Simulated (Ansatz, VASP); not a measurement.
## One calculation of AlN, two programs

```xyz
4
Lattice="3.1302 0.0000 0.0000 -1.5651 2.7109 0.0000 0.0000 0.0000 5.0180" Properties=species:S:1:pos:R:3 pbc="T T T"
Al    0.0617    1.8429    0.0321
Al    1.6268    0.9392    2.5411
N     0.0000    1.8072    1.9232
N     1.5651    0.9036    4.4322
```

Change from the starting cell: all Al atoms moved -0.075 Å, as atom 1 towards its neighbour atom 4 (N) at 1.902 Å.

Alike in both runs: task single point; functional PBE; k mesh 12 × 12 × 6; occupations gaussian, width 0.05 eV; no spin polarisation.

|  | VASP | Ansatz |
| --- | --- | --- |
| version | VASP 6.6.1 | Ansatz 0.2.0 |
| potentials or method | VASP PAW PBE potentials, release 64 (Al, N), cutoff 520 eV | scalar-relativistic, plane waves, PAW |
| valence electrons in the cell | 16 | 16 |

VASP gave:

```
gap on the k mesh at the Fermi level (eV)                     : 4.03
least direct gap on the mesh (eV)                             : 4.03
pressure (GPa)                                                : 0.4
traceless stress, the component that is largest in VASP (GPa) : -2.33
rms of the force components (eV/Å)                            : 0.579
```

Task: Which values does Ansatz return?

Result: gap on the k mesh at the Fermi level (eV): 4.02; least direct gap on the mesh (eV): 4.02; pressure (GPa): 0.7; traceless stress, the component that is largest in VASP (GPa): -2.32; rms of the force components (eV/Å): 0.577.

Atom by atom the forces differ by 0.002 eV/Å (rms over components).
